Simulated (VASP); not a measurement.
Set up this calculation in VASP 6.6.1, as the native input.

* Task: single point
* Functional: PBEsol
* Potentials or basis: VASP PAW PBE potentials, release 64 (Ag, Br)
* Cutoff: 500 eV
* k mesh: 8 × 8 × 8
* Occupations: gaussian, width 0.01 eV
* Spin: no spin polarisation
* Dipole correction: no
* Further INCAR settings: ALGO = Normal; EDIFF = 1e-06; NBANDS = 16

The structure of AgBr lies in POSCAR:

```
AgBr
1.0
    0.0000000000      2.7135752596      2.7135752596
    2.7135752596      0.0000000000      2.7135752596
    2.7135752596      2.7135752596      0.0000000000
Ag Br
1 1
Direct
    0.0000000000      0.0000000000      0.0000000000
    0.5000000000      0.5000000000      0.5000000000
```

One way to write it, as run:

INCAR

```
PREC     = Accurate       # precision mode
ENCUT    = 500            # plane-wave cutoff, eV
EDIFF    = 1E-6           # SCF threshold, eV
ISMEAR   = 0              # smearing method
SIGMA    = 0.01           # smearing width, eV
LREAL    = False          # projectors in reciprocal space
LASPH    = True           # aspherical terms in the spheres
NELM     = 120            # most SCF steps
ALGO     = Normal         # electronic algorithm
ISIF     = 2              # what is computed and relaxed
LWAVE    = False          # write WAVECAR
LCHARG   = False          # write CHGCAR
GGA      = PS             # functional
NBANDS   = 16             # bands
GGA_COMPAT= False
```

KPOINTS

```
regular mesh
0
Gamma
  8 8 8
```

Potentials or basis: VASP PAW PBE potentials, release 64 (Ag, Br).

The run is started by

```sh
$ cat potpaw_PBE.64/Ag/POTCAR potpaw_PBE.64/Br/POTCAR > POTCAR
$ mpirun -np 1 vasp_std > vasp.out
```

It gave:

| Quantity | Value |
| --- | --- |
| Pressure | 10.0 GPa |
| Band gap on the k mesh | 0.54 eV, indirect (least direct gap 3.00 eV) |

Caveat: the PAW data sets were made with another functional, which shifts forces and pressure a little.

Wall time 32 s on 1 thread of Intel Xeon 8259CL, on a shared host, peak memory 0.17 GiB.
